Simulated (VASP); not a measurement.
Write the native input for VASP 6.6.1 that does the following.

* Task: single point
* Functional: r2SCAN
* Potentials or basis: VASP PAW PBE potentials, release 64 (Zr_sv, H)
* Cutoff: 520 eV
* k mesh: 11 × 11 × 11
* Occupations: methfessel-paxton, width 0.1 eV
* Spin: no spin polarisation
* Dipole correction: no
* Further INCAR settings: ALGO = Normal; EDIFF = 1e-06; NBANDS = 14

ZrH2:

```
Zr H
1.0
     0.00000    2.40923    2.40923
     2.40923    0.00000    2.40923
     2.40923    2.40923    0.00000
Zr H
1 2
Direct
  0.00000 0.00000 0.00000
  0.75000 0.75000 0.75000
  0.25000 0.25000 0.25000
```

These files were run (other wordings do the same):

POSCAR

```
ZrH2
1.0
    0.0000000000      2.4092250000      2.4092250000
    2.4092250000      0.0000000000      2.4092250000
    2.4092250000      2.4092250000      0.0000000000
Zr H
1 2
Direct
    0.0000000000      0.0000000000      0.0000000000
    0.7500000000      0.7500000000      0.7500000000
    0.2500000000      0.2500000000      0.2500000000
```

INCAR.step1

```
ALGO = Normal ; EDIFF = 1E-4
ENCUT = 520 ; GGA = PE
ISMEAR = 1 ; LASPH = True
LCHARG = False ; LREAL = False
LWAVE = True ; NBANDS = 14
NELM = 80 ; PREC = Accurate
SIGMA = 0.1
```

INCAR.step2

```
ALGO = Normal ; EDIFF = 1E-6
ENCUT = 520 ; ISIF = 2
ISMEAR = 1 ; ISTART = 1
LASPH = True ; LCHARG = True
LELF = True ; LMIXTAU = True
LREAL = False ; LVHAR = True
LWAVE = False ; METAGGA = R2SCAN
NBANDS = 14 ; NELM = 80
PREC = Accurate ; SIGMA = 0.1
```

KPOINTS

```
k-points
0
Gamma
  11 11 11
```

Potentials or basis: VASP PAW PBE potentials, release 64 (Zr_sv, H).

Run with:

```sh
$ cat potpaw_PBE.64/Zr_sv/POTCAR potpaw_PBE.64/H/POTCAR > POTCAR
$ cp INCAR.step1 INCAR
$ mpirun -np 1 vasp_std > vasp.out
$ cp INCAR.step2 INCAR
$ mpirun -np 1 vasp_std > vasp.out
```

It gave:

| Property | Result |
| --- | --- |
| Pressure | -1.7 GPa |
| Band gap on the k mesh | zero (bands 7 and 8 overlap by 0.70 eV) |

Caveat: the PAW data sets were made with another functional, which shifts forces and pressure a little.

It took 68 s on 1 thread of AMD EPYC 9R45 96-Core Processor (Zen 5) (shared host), peak memory 0.14 GiB.
